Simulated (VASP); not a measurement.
**TePb: single point with RPBE**

TePb:

```
CELL_PARAMETERS angstrom
0.00000 3.32764 3.32764
3.32764 0.00000 3.32764
3.32764 3.32764 0.00000
ATOMIC_POSITIONS crystal
Pb 0.00000 0.00000 0.00000
Te 0.50000 0.50000 0.50000
```

```json
{"Program": "VASP 6.6.1", "Task": "single point", "Functional": "RPBE", "Potentials or basis": "VASP PAW PBE potentials, release 64 (Pb_d, Te)", "Cutoff": "520 eV", "k mesh": "7 × 7 × 7", "Occupations": "fermi-dirac, width 0.05 eV", "Spin": "no spin polarisation", "Dipole correction": "no", "Further INCAR settings": "ALGO = Normal; EDIFF = 1e-07; NBANDS = 17"}
```

```
Pressure : -0.1 GPa
```

Levels at points of the mesh, in eV from the Fermi level:
```
           k point  band 7  band 8  band 9  band 10  band 11  band 12  band 13  band 14
(0.00, 0.00, 0.00)   -6.31   -1.56   -1.56    -1.56     3.48     3.48     3.48     5.49
```

It took 30 s on 1 thread of Intel(R) Xeon(R) Platinum 8259CL CPU @ 2.50GHz (Skylake/Cascade Lake) (shared host), peak memory 0.21 GiB.

Caveat: this odd mesh misses L, where the gap lies, so gap, dielectric constants and Born charges aren't listed; the PAW data sets were made with another functional, which shifts forces and pressure a little; spin-orbit coupling is left out, which moves the levels of the heavy elements.
